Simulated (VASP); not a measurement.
A run of VASP 6.6.1:

File INCAR:

```
PREC = Accurate ; ENCUT = 520
EDIFF = 1E-6 ; ISMEAR = -1
SIGMA = 0.05 ; LREAL = F
LASPH = T ; NELM = 60
ALGO = Normal ; ISIF = 2
LWAVE = F ; LCHARG = F
GGA = PS ; NBANDS = 13
```

KPOINTS

```
Automatic mesh
0
Gamma
  12 12 12
```

POSCAR

```
Mo
1.0
   -1.5645401361      1.5645401361      1.5645401361
    1.5645401361     -1.5645401361      1.5645401361
    1.5645401361      1.5645401361     -1.5645401361
Mo
1
Direct
    0.0000000000      0.0000000000      0.0000000000
```

Potentials or basis: VASP PAW PBE potentials, release 64 (Mo_sv).

Launch:

```console
$ cat potpaw_PBE.64/Mo_sv/POTCAR > POTCAR
$ mpirun -np 1 vasp_std > vasp.out
```

Hardware: 1 thread of Intel(R) Xeon(R) 6975P-C (Granite Rapids), on a shared host.

How long does it take, and how much memory?

It took 5.1 s on 1 thread of Intel(R) Xeon(R) 6975P-C (Granite Rapids) (shared host), peak memory 0.13 GiB. Counts: scf iterations 11, k points 72.
